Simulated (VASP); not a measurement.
Wanted: the native input for a VASP 6.6.1 run.

```yaml
Task: single point
Functional: PBE
Potentials_or_basis: VASP PAW PBE potentials, release 64 (Ba_sv, Ti_sv, O)
Cutoff: 520 eV
k_mesh: 9 × 9 × 9
Occupations: fermi-dirac, width 0.05 eV
Spin: no spin polarisation
Dipole_correction: no
Further_INCAR_settings: ALGO = Normal; EDIFF = 1e-06; NBANDS = 28
```

The structure of BaTiO3 lies in POSCAR:

```
BaTiO3
1.0
    2.8276681575      1.6325549719      2.3409089241
   -2.8276681575      1.6325549719      2.3409089241
    0.0000000000     -3.2651099438      2.3409089241
Ba Ti O
1 1 3
Direct
    0.0000000000      0.0000000000      0.0000000000
    0.5140000000      0.5140000000      0.5140000000
    0.4916000000      0.4916000000      0.9815000000
    0.4916000000      0.9815000000      0.4916000000
    0.9815000000      0.4916000000      0.4916000000
```

This cell differs from its parent crystal: zz strain of +1 %.

The input as run:

INCAR

```
SYSTEM = BaTiO3
ALGO = Normal
EDIFF = 1E-6
ENCUT = 520
GGA = PE
ISIF = 2
ISMEAR = -1
LASPH = .True.
LCHARG = .False.
LREAL = .False.
LWAVE = .False.
NBANDS = 28
NELM = 80
PREC = Accurate
SIGMA = 0.05
```

KPOINTS

```
k-points
0
Gamma
  9 9 9
  0 0 0
```

Potentials or basis: VASP PAW PBE potentials, release 64 (Ba_sv, Ti_sv, O).

Command:

```console
$ cat potpaw_PBE.64/Ba_sv/POTCAR potpaw_PBE.64/Ti_sv/POTCAR potpaw_PBE.64/O/POTCAR > POTCAR
$ mpirun -np 1 vasp_std > vasp.out
```

Results of the run:

The pressure is 5.1 GPa, the largest force is 0.170 eV/Å and the band gap on the k mesh is 2.36 eV, indirect (least direct gap 2.70 eV).

Caveat: the cell differs from its parent crystal (zz strain of +1 %); spin-orbit coupling is left out, which moves the levels of the heavy elements.

Run time: 2.1 min on 1 thread of AMD EPYC 7R13 Processor (Zen 3), on a shared host, peak memory 0.25 GiB.
